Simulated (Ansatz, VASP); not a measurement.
## Two plane-wave programs on BeS

```
Be S
1.0
     0.00000    2.43515    2.43515
     2.43515    0.00000    2.43515
     2.43515    2.43515    0.00000
Be S
1 1
Direct
  0.00000 0.00000 0.00000
  0.75000 0.75000 0.75000
```

Alike in both runs: task relaxation of cell and atoms; functional r2SCAN; k mesh 8 × 8 × 8; occupations gaussian, width 0.02 eV; no spin polarisation.

|  | VASP | Ansatz |
| --- | --- | --- |
| version | VASP 6.6.1 | Ansatz 0.2.0 |
| potentials or method | VASP PAW PBE potentials, release 64 (Be, S), cutoff 660 eV | scalar-relativistic, plane waves, PAW |
| valence electrons in the cell | 8 | 8 |

VASP gave:

```
gap on the k mesh at the Fermi level, each at its own relaxed structure (eV) : 3.60
relaxed volume (Å³/atom)                                                     : 14.44
relaxed cell length with the largest relative difference (Å)                 : 3.444
```

Question: Which values does Ansatz return?

Answer: gap on the k mesh at the Fermi level, each at its own relaxed structure (eV): 3.59; relaxed volume (Å³/atom): 14.43; relaxed cell length with the largest relative difference (Å): 3.443.

VASP's potentials were made for PBE, not for r2SCAN.

Noted on VASP's run: the relaxation stopped at its first step, so nothing moved.
